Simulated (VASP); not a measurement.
Write the native input for VASP 6.6.1 that does the following.

```
Task                               : single point
Functional                         : PBE-based screened hybrid with 100 % exact exchange
Potentials or basis                : VASP PAW PBE potentials, release 64 (Cd, F)
Cutoff                             : 520 eV
k mesh                             : 4 × 4 × 4
Occupations                        : gaussian, width 0.01 eV
Spin                               : no spin polarisation
Dipole correction                  : no
Grid for exact exchange (PRECFOCK) : Normal
Share of exact exchange            : 1
Further INCAR settings             : ALGO = Normal; EDIFF = 1e-07; NBANDS = 20
Screening parameter                : 0.5 1/Å
```

CdF2:

```
Cd F
1.0
     0.00000    2.68258    2.68258
     2.68258    0.00000    2.68258
     2.68258    2.68258    0.00000
Cd F
1 2
Direct
  0.00000 0.00000 0.00000
  0.25000 0.25000 0.25000
  0.75000 0.75000 0.75000
```

One way to write it, as run:

POSCAR

```
CdF2
1.0
    0.0000000000      2.6825809941      2.6825809941
    2.6825809941      0.0000000000      2.6825809941
    2.6825809941      2.6825809941      0.0000000000
Cd F
1 2
Direct
    0.0000000000      0.0000000000      0.0000000000
    0.2500000000      0.2500000000      0.2500000000
    0.7500000000      0.7500000000      0.7500000000
```

INCAR.step1

```
PREC = Accurate
ENCUT = 520
EDIFF = 1E-5
ISMEAR = 0
SIGMA = 0.01
LREAL = False
LASPH = True
NELM = 60
ALGO = Normal
ISIF = 2
LWAVE = True
NBANDS = 20
GGA = PE
```

INCAR.step2

```
PREC = Accurate
ENCUT = 520
EDIFF = 1E-7
ISMEAR = 0
SIGMA = 0.01
LREAL = False
LASPH = True
NELM = 60
ALGO = Normal
ISIF = 2
LWAVE = False
LCHARG = True
GGA = PE
LHFCALC = True
AEXX = 1.0
HFSCREEN = 0.5
PRECFOCK = Normal
LELF = True
LVHAR = True
NBANDS = 20
ISTART = 1
ALDAC = 1.0
AGGAC = 1.0
```

KPOINTS

```
Automatic mesh
0
Gamma
  4 4 4
```

Potentials or basis: VASP PAW PBE potentials, release 64 (Cd, F).

Launch:

```console
$ cat potpaw_PBE.64/Cd/POTCAR potpaw_PBE.64/F/POTCAR > POTCAR
$ cp INCAR.step1 INCAR
$ mpirun -np 1 vasp_std > vasp.out
$ cp INCAR.step2 INCAR
$ mpirun -np 1 vasp_std > vasp.out
```

It gave:

The pressure is -2.8 GPa and the band gap on the k mesh is 8.98 eV (least direct gap 9.68 eV).

Caveat: the k points lie up to 0.51 Å⁻¹ apart; the PAW data sets were made with another functional, which shifts forces and pressure a little.

Wall time 7.5 min on 1 thread of Intel(R) Xeon(R) 6975P-C (Granite Rapids) (shared host), peak memory 0.26 GiB.
